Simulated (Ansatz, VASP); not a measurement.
One calculation of AlRu, two programs

```
CELL_PARAMETERS angstrom
0.00000 2.10694 2.10694
2.10694 0.00000 2.10694
2.10694 2.10694 0.00000
ATOMIC_POSITIONS crystal
Ru 0.00000 0.00000 0.00000
Al 0.50000 0.50000 0.50000
```

Change from the starting cell: volume scaled by 0.64, crystal datasets.

Alike in both runs: task single point; functional LDA; k mesh 14 × 14 × 14; occupations fermi-dirac, width 0.05 eV; no spin polarisation.

|  | VASP | Ansatz |
| --- | --- | --- |
| version | VASP 6.6.1 | Ansatz 0.2.0 |
| potentials or method | VASP PAW LDA potentials, release 64 (Ru_pv, Al), cutoff 500 eV | all-electron PAW with datasets made for the crystal, scalar-relativistic |

```csv
,VASP,Ansatz,Ansatz less VASP
pressure (GPa),190.8,186.8,-3.98
```

LDA's correlation is that of Perdew and Zunger in VASP and of Perdew and Wang (1992) in Ansatz. Both programs put the cell under a high pressure, so it lies far from rest at this level. Ansatz ran all-electron here, and VASP with PAW potentials.

Noted on VASP's run: the cell as given lies far from equilibrium.
